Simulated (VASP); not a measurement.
SnS2:

```xyz
3
Lattice="3.6236 0.0000 0.0000 -1.8118 3.1381 0.0000 0.0000 0.0000 5.4175" Properties=species:S:1:pos:R:3 pbc="T T T"
Sn    0.0000    0.0000    0.0000
S     0.0000    2.0921    1.4736
S     1.8118    1.0460    3.9440
```

Program: VASP 6.6.1. Alike in all runs: task single point; potentials or basis VASP PAW PBE potentials, release 64 (Sn_d, S); no spin polarisation; cell as given; k mesh 4 × 4 × 2; smearing gaussian 0.05 eV.

Question: Order these runs on this cell by their band gap on the k mesh, lowest first.
A. level PBE; cutoff (eV) 500
B. level PBE-based global hybrid with 5 % exact exchange; cutoff (eV) 400; grid for exact exchange (PRECFOCK) Normal; share of exact exchange 0.05
C. level PBE-based global hybrid with 15 % exact exchange; cutoff (eV) 400; grid for exact exchange (PRECFOCK) Normal; share of exact exchange 0.15
D. level PBE-based global hybrid with 10 % exact exchange; cutoff (eV) 400; grid for exact exchange (PRECFOCK) Normal; share of exact exchange 0.1
E. level r2SCAN0; cutoff (eV) 440; grid for exact exchange (PRECFOCK) Normal; share of exact exchange 0.25

Answer: A (1.29 eV), B (1.59 eV), D (1.90 eV), C (2.21 eV), E (3.04 eV).

Caveats: all runs use coarse meshes; spin-orbit coupling is left out, which moves the levels of the heavy elements.

A k mesh can miss the band edges.
